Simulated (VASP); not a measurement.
# La3O2 (P-3m1) in VASP: settings compared

La3O2 is run at these levels: PBE, r2SCAN; tasks: single point.

Program: VASP 6.6.1. These are calculated values, not measurements. Logs are shortened: lines on timing, memory, paths and dates and some standing lists are left out, and cuts for length are marked.

### Step 1. The cell of the first run

Symmetry: P-3m1, No. 164, trigonal system. Conventional cell: a = 3.681 Å, b = 3.681 Å, c = 9.484 Å, α = 90.00°, β = 90.00°, γ = 120.00°. La (site symmetry 3m) has 3 O at 2.65 Å within 3.5 Å. Within 3.4 Å of La (site symmetry -3m) lie 6 O at 2.54 Å. Within 3.7 Å of O (site symmetry 3m) lie 6 La at 2.54 to 2.65 Å and 9 O at 3.50 to 3.68 Å.

The cell was built from a structure type or drawn by symmetry, and may not be a known phase.

### Step 2. Single point, PBE

Input file INCAR:

```
SYSTEM = La3O2
PREC     = Accurate       ! precision mode
ENCUT    = 520            ! plane-wave cutoff, eV
EDIFF    = 1E-7           ! SCF threshold, eV
ISMEAR   = 0              ! smearing method
SIGMA    = 0.1            ! smearing width, eV
LREAL    = .FALSE.        ! projectors in reciprocal space
LASPH    = .TRUE.         ! aspherical terms in the spheres
NELM     = 60             ! most SCF steps
ALGO     = Normal         ! electronic algorithm
ISIF     = 2              ! what is computed and relaxed
LWAVE    = .FALSE.        ! write WAVECAR
LCHARG   = .TRUE.         ! write CHGCAR
GGA      = PE             ! functional
LELF     = .TRUE.         ! ELF
LVHAR    = .TRUE.       
NBANDS   = 30             ! bands
```

Input file KPOINTS:

```
Automatic mesh
0
G
  6 6 4
  0 0 0
```

Input file POSCAR:

```
La3O2
1.0
    3.6807613377      0.0000000000      0.0000000000
   -1.8403806689      3.1876328237      0.0000000000
    0.0000000000      0.0000000000      9.4842948645
La O
3 2
Direct
    0.3333333333      0.6666666667      0.6873337176
    0.6666666667      0.3333333333      0.3126662824
    0.0000000000      0.0000000000      0.0000000000
    0.3333333333      0.6666666667      0.1466211864
    0.6666666667      0.3333333333      0.8533788136
```

Potentials or basis: VASP PAW PBE potentials, release 64 (La, O).

Run with:

```bash
$ cat potpaw_PBE.64/La/POTCAR potpaw_PBE.64/O/POTCAR > POTCAR
$ mpirun -np 1 vasp_std > vasp.out
```

OUTCAR:

```text
SYSTEM = La3O2
   PREC = Accurate
   ENCUT = 520
   EDIFF = 1E-7
   ISMEAR = 0
   LREAL = .FALSE.
   LASPH = .TRUE.
   NELM = 60
   ISIF = 2
   GGA = PE

 ion  position               nearest neighbor table
   1  0.333  0.667  0.687-   5 2.65   5 2.65   5 2.65   3 3.65   3 3.65   3 3.65
   2  0.667  0.333  0.313-   4 2.65   4 2.65   4 2.65   3 3.65   3 3.65   3 3.65
   3  0.000  0.000  0.000-   4 2.54   5 2.54   5 2.54   4 2.54   5 2.54   4 2.54   1 3.65   2 3.65
                             1 3.65   2 3.65   2 3.65   1 3.65
   4  0.333  0.667  0.147-   3 2.54   3 2.54   3 2.54   2 2.65   2 2.65   2 2.65
   5  0.667  0.333  0.853-   3 2.54   3 2.54   3 2.54   1 2.65   1 2.65   1 2.65

  LATTYP: Found a hexagonal cell.
 ALAT       =     3.6807613377
 C/A-ratio  =     2.5767209537

  Lattice vectors:

 A1 = (   3.6807613377,   0.0000000000,   0.0000000000)
 A2 = (  -1.8403806689,   3.1876328237,   0.0000000000)
 A3 = (   0.0000000000,   0.0000000000,   9.4842948645)

Analysis of symmetry for initial positions (statically):
=====================================================================
 Subroutine PRICEL returns:
 Original cell was already a primitive cell.

 Routine SETGRP: Setting up the symmetry group for a
 hexagonal supercell.

 Subroutine GETGRP returns: Found 12 space group operations
 (whereof 12 operations were pure point group operations)
 out of a pool of 24 trial point group operations.

The static configuration has the point symmetry D_3d.

Analysis of symmetry for dynamics (positions and initial velocities):
=====================================================================
 Subroutine PRICEL returns:
 Original cell was already a primitive cell.

 Routine SETGRP: Setting up the symmetry group for a
 hexagonal supercell.

 Subroutine GETGRP returns: Found 12 space group operations
 (whereof 12 operations were pure point group operations)
 out of a pool of 24 trial point group operations.

The dynamic configuration has the point symmetry D_3d.

 Subroutine INISYM returns: Found 12 space group operations
 (whereof 12 operations are pure point group operations),
 and found     1 'primitive' translations

----------------------------------------------------------------------------------------

                                     Primitive cell

  volume of cell :     111.2784

  direct lattice vectors                    reciprocal lattice vectors
     3.680761338  0.000000000  0.000000000     0.271682923  0.156856209  0.000000000
    -1.840380669  3.187632824  0.000000000     0.000000000  0.313712418  0.000000000
     0.000000000  0.000000000  9.484294865     0.000000000  0.000000000  0.105437464

  length of vectors
     3.680761338  3.680761338  9.484294865     0.313712418  0.313712418  0.105437464

  position of ions in fractional coordinates (direct lattice)
     0.333333333  0.666666667  0.687333718
     0.666666667  0.333333333  0.312666282
     0.000000000  0.000000000  0.000000000
     0.333333333  0.666666667  0.146621186
     0.666666667  0.333333333  0.853378814

  ion indices of the primitive-cell ions
   primitive index   ion index
                 1           1
                 2           2
                 3           3
                 4           4
                 5           5

----------------------------------------------------------------------------------------

 KPOINTS: Automatic mesh

Automatic generation of k-mesh.
 Grid dimensions read from file:
 generate k-points for:    6    6    4

 Generating k-lattice:

  Cartesian coordinates                     Fractional coordinates (reciprocal lattice)
     0.045280487  0.026142701  0.000000000     0.166666667  0.000000000  0.000000000
     0.000000000  0.052285403  0.000000000     0.000000000  0.166666667  0.000000000
     0.000000000  0.000000000  0.026359366     0.000000000  0.000000000  0.250000000

  Length of vectors
     0.052285403  0.052285403  0.026359366

  Shift w.r.t. Gamma in fractional coordinates (k-lattice)
     0.000000000  0.000000000  0.000000000

 Subroutine IBZKPT returns following result:
 ===========================================

 Found     24 irreducible k-points:

 Following reciprocal coordinates:
            Coordinates               Weight
  0.000000  0.000000  0.000000      1.000000
  0.166667 -0.000000  0.000000      6.000000
  0.333333  0.000000  0.000000      6.000000
  0.500000  0.000000  0.000000      3.000000
  0.166667  0.166667  0.000000      6.000000
  0.333333  0.166667  0.000000     12.000000
[... 16 lines left out ...]
  0.333333  0.166667  0.500000     12.000000
  0.333333  0.333333  0.500000      2.000000
   k-points           NKPTS =     24   k-points in BZ     NKDIM =     24   number of bands    NBANDS=     30
   number of dos      NEDOS =    301   number of ions     NIONS =      5
   total plane-waves  NPLWV =  56448
   dimension x,y,z NGX =    28 NGY =   28 NGZ =   72
   dimension x,y,z NGXF=    56 NGYF=   56 NGZF=  144
   ions per type =               3   2
   NGX,Y,Z   is equivalent  to a cutoff of  12.65, 12.65, 12.62 a.u.
   NGXF,Y,Z  is equivalent  to a cutoff of  25.29, 25.29, 25.24 a.u.
 SYSTEM =  La3O2
   PREC   = accura    normal or accurate (medium, high low for compatibility)
   ISTART =      0    job   : 0-new  1-cont  2-samecut
   ICHARG =      2    charge: 1-file 2-atom 10-const
   ISPIN  =      1    spin polarized calculation?
   LNONCOLLINEAR =      F non collinear calculations
   LSORBIT =      F    spin-orbit coupling
   LASPH  =      T    aspherical Exc in radial PAW
   ENCUT  =  520.0 eV  38.22 Ry    6.18 a.u.   6.84  6.84 17.63*2*pi/ulx,y,z
   NELM   =     60;   NELMIN=  2; NELMDL= -5     # of ELM steps
   EDIFF  = 0.1E-06   stopping-criterion for ELM
   LREAL  =      F    real-space projection
   EDIFFG = 0.1E-05   stopping-criterion for IOM
   NSW    =      0    number of steps for IOM
   IBRION =     -1    ionic relax: 0-MD 1-quasi-New 2-CG
   NFREE  =      0    steps in history (QN), initial steepest desc. (CG)
   ISIF   =      2    stress and relaxation
   ISYM   =      2    0-nonsym 1-usesym 2-fastsym
   POTIM  = 0.5000    time-step for ionic-motion
   TEBEG  =    0.0;   TEEND  =   0.0 temperature during run
   PSTRESS=    0.0 pullay stress
   NELECT =      45.0000    total number of electrons
   NUPDOWN=      -1.0000    fix difference up-down
   EMIN   =  10.00;   EMAX   =-10.00  energy-range for DOS
   EFERMI =   0.00;   METHOD = LEGACY
   ISMEAR =     0;   SIGMA  =   0.10  broadening in eV -4-tet -1-fermi 0-gaus
   EFERMI_NEDOS =   21; number of points for ismear=-14 and -15
   IALGO  =     38    algorithm
   IMIX   =      4    mixing-type and parameters
     AMIX     =   0.40;   BMIX     =  1.00
     AMIX_MAG =   1.60;   BMIX_MAG =  1.00
  volume/ion in A,a.u.               =      22.26       150.19
  Fermi-wavevector in a.u.,A,eV,Ry     =   1.210622  2.287744 19.940785  1.465606
  Thomas-Fermi vector in A             =   2.346163
   LORBIT       =      0    0 simple, 1 ext, 2 COOP (PROOUT), +10 PAW based schemes
   GGA     = PE    functional components
   LHFCALC =     F    Hartree Fock is set to
   AEXX    =    0.0000 exact exchange contribution
   IVDW    =     0    specifies the selected vdW correction
   LEPSILON=     F    determine dielectric tensor
   LRPA    =     F    only Hartree local field effects (RPA)
 non-spin polarized calculation
 Gauss-broadening in eV      SIGMA  =   0.10
  energy-cutoff  :      520.00
  volume of cell :      111.28
 maximum number of plane-waves:      3036
   NGX = 13   NGY = 13   NGZ = 35

 number of electron      45.0000003 magnetization

 Free energy of the ion-electron system (eV)
  ---------------------------------------------------
  ext. energy  EPLUGINS =         0.00000000
  ---------------------------------------------------
  free energy    TOTEN  =       -35.43908453 eV

  energy without entropy =      -35.41886059  energy(sigma->0) =      -35.42897256

 E-fermi :   8.9752     XC(G=0): -10.2623

 val. band max:        8.9576651922   @ k =   0.3333   0.1667   0.5000
 cond. band min:       9.0287820693   @ k =   0.0000   0.1667   0.2500
 fundamental gap:      0.0711168771
 Fermi energy:         8.9752050952

 k-point     1 :       0.0000    0.0000    0.0000
  band No.  band energies     occupation
      1     -23.9821      2.00000
      2     -23.9053      2.00000
      3     -23.6522      2.00000
      4     -11.0916      2.00000
      5     -10.2877      2.00000
      6      -7.3422      2.00000
[... 22 lines left out ...]
     29      10.6833      0.00000
     30      10.6840      0.00000

 k-point     2 :       0.1667   -0.0000    0.0000
  band No.  band energies     occupation
      1     -23.9275      2.00000
      2     -23.8645      2.00000
      3     -23.6113      2.00000
      4     -10.9795      2.00000
      5     -10.4861      2.00000
      6      -7.5998      2.00000
[... 22 lines left out ...]
     29      10.7434      0.00000
     30      10.8629      0.00000

 k-point     3 :       0.3333    0.0000    0.0000
  band No.  band energies     occupation
      1     -23.8141      2.00000
      2     -23.7825      2.00000
      3     -23.5273      2.00000
      4     -11.0312      2.00000
      5     -10.6178      2.00000
      6      -8.1580      2.00000
[... 22 lines left out ...]
     29      10.7326      0.00000
     30      10.8115      0.00000

 k-point     4 :       0.5000    0.0000    0.0000
  band No.  band energies     occupation
      1     -23.7509      2.00000
      2     -23.7457      2.00000
      3     -23.4840      2.00000
      4     -11.2463      2.00000
      5     -10.4887      2.00000
      6      -8.4529      2.00000
[... 616 lines left out ...]
     29      10.7654      0.00000
     30      10.8728      0.00000

 k-point    23 :       0.3333    0.1667    0.5000
  band No.  band energies     occupation
      1     -23.7525      2.00000
      2     -23.7452      2.00000
      3     -23.4834      2.00000
      4     -11.0918      2.00000
      5     -10.6394      2.00000
      6      -8.2394      2.00000
[... 22 lines left out ...]
     29      10.8114      0.00000
     30      10.8629      0.00000

 k-point    24 :       0.3333    0.3333    0.5000
  band No.  band energies     occupation
      1     -23.7242      2.00000
      2     -23.7242      2.00000
      3     -23.4608      2.00000
      4     -10.8900      2.00000
      5     -10.8900      2.00000
      6      -8.1824      2.00000
[... 22 lines left out ...]
     29      10.7351      0.00000
     30      10.7867      0.00000

------------------------ aborting loop because EDIFF is reached ----------------------------------------

  FORCE on cell =-STRESS in cart. coord.  units (eV):
  Direction    XX          YY          ZZ          XY          YZ          ZX
  --------------------------------------------------------------------------------------
  -------------------------------------------------------------------------------------
  Total        0.0003066      0.0003066      0.0058736     -0.0000000      0.0000000     -0.0000000
  in kB        0.0044150      0.0044150      0.0845680     -0.0000000      0.0000000     -0.0000000
  external PRESSURE =       0.0311327 kB  Pullay stress =       0.0000000 kB

 VOLUME and BASIS-vectors are now :
 -----------------------------------------------------------------------------
  energy-cutoff  :      520.00
  volume of cell :      111.28
      direct lattice vectors                 reciprocal lattice vectors
     3.680761338  0.000000000  0.000000000     0.271682923  0.156856209  0.000000000
    -1.840380669  3.187632824  0.000000000     0.000000000  0.313712418  0.000000000
     0.000000000  0.000000000  9.484294865     0.000000000  0.000000000  0.105437464

 POSITION                                       TOTAL-FORCE (eV/Angst)
 -----------------------------------------------------------------------------------
     -0.00000      2.12509      6.51888         0.000000      0.000000     -0.019181
      1.84038      1.06254      2.96542        -0.000000     -0.000000      0.019181
      0.00000      0.00000      0.00000         0.000000      0.000000      0.000000
     -0.00000      2.12509      1.39060         0.000000     -0.000000     -0.005446
      1.84038      1.06254      8.09370        -0.000000      0.000000      0.005446
 -----------------------------------------------------------------------------------
    total drift:                                0.000000     -0.000000      0.000000

  FREE ENERGIE OF THE ION-ELECTRON SYSTEM (eV)
  ---------------------------------------------------
  free  energy   TOTEN  =       -35.4390845309 eV

  energy  without entropy=      -35.4188605930  energy(sigma->0) =      -35.42897256
```

Wall time 4.5 min (1 thread of Intel Xeon 8259CL, shared host); peak memory 0.27 GiB.

What came out:

| Property | Result |
| --- | --- |
| Free energy | -35.4391 eV |
| Pressure | 0.0 GPa |
| Largest force | 0.019 eV/Å |
| Band gap on the k mesh | zero (an odd number of electrons rules out a gap without spin polarisation) |

Forces in eV/Å, atoms in the order of the input:
```
La   0.000  0.000 -0.019
La   0.000  0.000  0.019
La   0.000  0.000  0.000
O    0.000  0.000 -0.005
O    0.000  0.000  0.005
```

Levels at points of the mesh, in eV from the Fermi level:
```
           k point  band 20  band 21  band 22  band 23  band 24  band 25  band 26  band 27
(0.00, 0.00, 0.00)    -4.50    -1.71    -0.48     0.55     1.03     1.25     1.25     1.33
(0.50, 0.00, 0.00)    -4.06    -1.66    -0.53    -0.18     0.92     1.04     1.73     1.73
(0.00, 0.00, 0.50)    -4.50    -1.36    -0.54     0.14     0.84     1.28     1.28     1.52
(0.50, 0.00, 0.50)    -4.00    -1.44    -0.76    -0.07     0.33     1.51     1.63     1.81
```

Caveat: spin-orbit coupling is left out, which moves the levels of the heavy elements; an odd number of electrons without spin polarisation forces a metal; a magnetic or distorted state may lie lower.

(Part 1 of 2 ends here.)
